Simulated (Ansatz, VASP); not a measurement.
One calculation of C, two programs

```xyz
12
Lattice="2.4557 0.0000 0.0000 -1.2279 2.1267 0.0000 0.0000 0.0000 21.7358" Properties=species:S:1:pos:R:3 pbc="T T T"
C     0.0000    0.0000   19.9747
C     0.0000    1.4178   19.9747
C     0.0000    0.0000   16.2517
C     0.0000    1.4178   16.2516
C     1.2279    0.7089    5.4842
C     0.0000    0.0000    5.4841
C     1.2279    0.7089    1.7611
C     0.0000    0.0000    1.7611
C     0.0000    1.4178   12.7295
C     1.2279    0.7089   12.7294
C     0.0000    1.4178    9.0064
C     1.2279    0.7089    9.0063
```

Alike in both runs: task single point; functional r2SCAN; k mesh 18 × 18 × 2; occupations gaussian, width 0.01 eV; no spin polarisation.

```csv
,VASP,Ansatz
version,VASP 6.6.1,Ansatz 0.2.0
potentials or method,"VASP PAW PBE potentials, release 64 (C), cutoff 520 eV","scalar-relativistic, plane waves, PAW"
valence electrons in the cell,48,48
```

|  | VASP | Ansatz | Ansatz less VASP |
| --- | --- | --- | --- |
| gap on the k mesh at the Fermi level (eV) | 0.19 | 0.19 | 0.000 |
| least direct gap on the mesh (eV) | 0.19 | 0.19 | 0.000 |
| pressure (GPa) | 0.7 | 0.0 | -0.63 |
| traceless stress, the component that is largest in VASP (GPa) | -0.74 | -0.01 | +0.730 |

VASP's potentials were made for PBE, not for r2SCAN.
